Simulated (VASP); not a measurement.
Input of a VASP 6.6.1 run:

Contents of INCAR:

```
SYSTEM = MgZr2O3
  PREC = Accurate
  ENCUT = 600
  EDIFF = 1E-7
  ISMEAR = 0
  SIGMA = 0.15
  LREAL = .False.
  LASPH = .True.
  NELM = 80
  ALGO = Normal
  ISIF = 3
  LWAVE = .False.
  LCHARG = .False.
  GGA = PE
  IBRION = 2
  NSW = 36
  EDIFFG = -0.08
```

File KPOINTS:

```
Automatic mesh
0
Gamma
  5 5 5
  0 0 0
```

POSCAR

```
MgZr2O3
1.0
   -1.8398439000      1.8398439000      4.6642572600
    1.8398439000     -1.8398439000      4.6642572600
    1.8398439000      1.8398439000     -4.6642572600
Mg Zr O
1 2 3
Direct
    0.0000000000      0.0000000000      0.0000000000
    0.6907110200      0.6907110200      0.0000000000
    0.3092889800      0.3092889800      0.0000000000
    0.7500000000      0.2500000000      0.5000000000
    0.5000000000      0.5000000000      0.0000000000
    0.2500000000      0.7500000000      0.5000000000
```

Potentials or basis: VASP PAW PBE potentials, release 64 (Mg, Zr_sv, O).

Run with:

```console
$ cat potpaw_PBE.64/Mg/POTCAR potpaw_PBE.64/Zr_sv/POTCAR potpaw_PBE.64/O/POTCAR > POTCAR
$ mpirun -np 1 vasp_std > vasp.out
```

(1) Estimate the relaxed cell.

(2) What does it give for the relaxed volume?

(3) Estimate the space group after relaxing (to 0.05 Å).

Results:

(1) a = 6.417 Å, b = 6.417 Å, c = 6.417 Å, α = 143.61°, β = 143.61°, γ = 52.41°.

(2) 15.41 Å³/atom.

(3) I4/mmm (No. 139).

Caveat: the k points lie up to 0.44 Å⁻¹ apart in the final cell; the volume moved by over 15 % at a fixed basis, so the end points are rough.
